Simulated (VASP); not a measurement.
Co, 2 atoms in the cell. It takes space group P-3m1 (No. 164, trigonal). The conventional cell has a = 2.487 Å, b = 2.487 Å, c = 4.063 Å, α = 90.00°, β = 90.00°, γ = 120.00°. Within 3.2 Å of Co (site symmetry 3m) lie 12 Co at 2.42 to 2.55 Å. 

```yaml
Program: VASP 6.6.1
Task: single point
Functional: PBE
Potentials_or_basis: VASP PAW PBE potentials, release 64 (Co)
Cutoff: 520 eV
k_mesh: 18 × 18 × 10
Occupations: gaussian, width 0.1 eV
Spin: collinear spin, ferromagnetic start
Starting_moments: "[1.84, 1.84] μB"
Dipole_correction: no
Further_INCAR_settings: ALGO = Normal; EDIFF = 1e-07; NBANDS = 20
```

Potentials or basis: VASP PAW PBE potentials, release 64 (Co).

Launch:

```console
$ cat potpaw_PBE.64/Co/POTCAR > POTCAR
$ mpirun -np 1 vasp_std > vasp.out
```

Hardware: 1 thread of Intel(R) Xeon(R) Platinum 8488C (Sapphire Rapids) (shared host).

Question: How long does it take, and how much memory?

Answer: It took 3.5 min on 1 thread of Intel(R) Xeon(R) Platinum 8488C (Sapphire Rapids), on a shared host, peak memory 0.29 GiB. Counts: scf iterations 15, k points 330.
